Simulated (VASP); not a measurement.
Runs of VASP 6.6.1 on CaO. The structure is that of space group Fm-3m (No. 225), or close to it. The cells are those of the table. 

```csv
task,cell,k mesh,cutoff (eV),smearing,gap on the mesh (eV),pressure (GPa)
single point,"a = 3.312, b = 3.312, c = 3.325 Å, angles 60.1, 60.1, 90.0°, 2 atoms",8 × 8 × 8,520,gaussian 0.01 eV,3.40,2.0
relaxation of cell and atoms,"relaxed from a = 3.403 Å, angles 60.0, 60.0, 90.0°, 2 atoms",12 × 12 × 12,600,fermi-dirac 0.1 eV,(b),0.0
single point,"a = 3.262, b = 3.262, c = 3.313 Å, angles 60.5, 60.5, 90.0°, 2 atoms",8 × 8 × 8,520,gaussian 0.01 eV,(a),5.6
single point,"a = 3.362, b = 3.362, c = 3.338 Å, angles 59.8, 59.8, 90.0°, 2 atoms",8 × 8 × 8,520,gaussian 0.01 eV,3.37,-0.9
single point,"a = 3.346, b = 3.346, c = 3.333 Å, angles 59.9, 59.9, 90.0°, 2 atoms",8 × 8 × 8,520,gaussian 0.01 eV,3.39,0.1
```

Alike in all rows: level LDA; potentials or basis VASP PAW LDA potentials, release 64 (Ca_sv, O); no spin polarisation.

Question: Estimate the missing entries.

Answer: (a) 3.33; (b) 3.43.

A k mesh can miss the band edges.
